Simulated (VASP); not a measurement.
A run of VASP 6.6.1 is set up as follows.

POSCAR

```
GaN
1.0
    3.1799996605      0.0000000000      0.0000000000
   -1.5899998303      2.7539604900      0.0000000000
    0.0000000000      0.0000000000      5.1660000000
Ga N
2 2
Direct
    0.3333333333      0.6666666667     -0.0232288037
    0.6666666667      0.3333333333      0.5000000000
    0.3333333333      0.6666666667      0.3750000000
    0.6666666667      0.3333333333      0.8750000000
```

File INCAR.step1:

```
PREC     = Accurate       # precision mode
ENCUT    = 660            # plane-wave cutoff, eV
ISMEAR   = 0              # smearing method
SIGMA    = 0.05           # smearing width, eV
LREAL    = F              # projectors in reciprocal space
LASPH    = T              # aspherical terms in the spheres
NELM     = 120            # most SCF steps
NBANDS   = 26             # bands
GGA      = PE             # functional
ALGO     = Normal         # electronic algorithm
EDIFF    = 1E-5           # SCF threshold, eV
LWAVE    = T              # write WAVECAR
LCHARG   = F              # write CHGCAR
GGA_COMPAT= F
```

INCAR.step2

```
PREC     = Accurate       # precision mode
ENCUT    = 660            # plane-wave cutoff, eV
EDIFF    = 1E-6           # SCF threshold, eV
ISMEAR   = 0              # smearing method
SIGMA    = 0.05           # smearing width, eV
LREAL    = F              # projectors in reciprocal space
LASPH    = T              # aspherical terms in the spheres
NELM     = 120            # most SCF steps
ALGO     = Normal         # electronic algorithm
ISIF     = 2              # what is computed and relaxed
LWAVE    = F              # write WAVECAR
LCHARG   = T              # write CHGCAR
METAGGA  = R2SCAN         # meta-GGA
LMIXTAU  = T            
LELF     = T              # ELF
LVHAR    = T            
NBANDS   = 26             # bands
ISTART   = 1            
GGA_COMPAT= F
```

Contents of KPOINTS:

```
regular mesh
0
Gamma
  12 12 6
```

Potentials or basis: VASP PAW PBE potentials, release 64 (Ga_d, N).

Command:

```bash
$ cat potpaw_PBE.64/Ga_d/POTCAR potpaw_PBE.64/N/POTCAR > POTCAR
$ cp INCAR.step1 INCAR
$ mpirun -np 1 vasp_std > vasp.out
$ cp INCAR.step2 INCAR
$ mpirun -np 1 vasp_std > vasp.out
```

**Question.** What does it give for the band gap on the k mesh?

**Answer.** 2.28 eV.

**Question.** What does it give for the largest force?

**Answer.** 1.988 eV/Å.

**Question.** What does it give for the pressure?

**Answer.** 2.9 GPa.

Stress tensor (GPa, compression positive):
```
4.18 0.00 0.00
0.00 4.18 0.00
0.00 0.00 0.30
```

Caveat: the cell differs from its parent crystal (atom 1 (Ga) moved -0.120 Å towards its neighbour atom 3 (N) at 1.937 Å); the PAW data sets were made with another functional, which shifts forces and pressure a little.
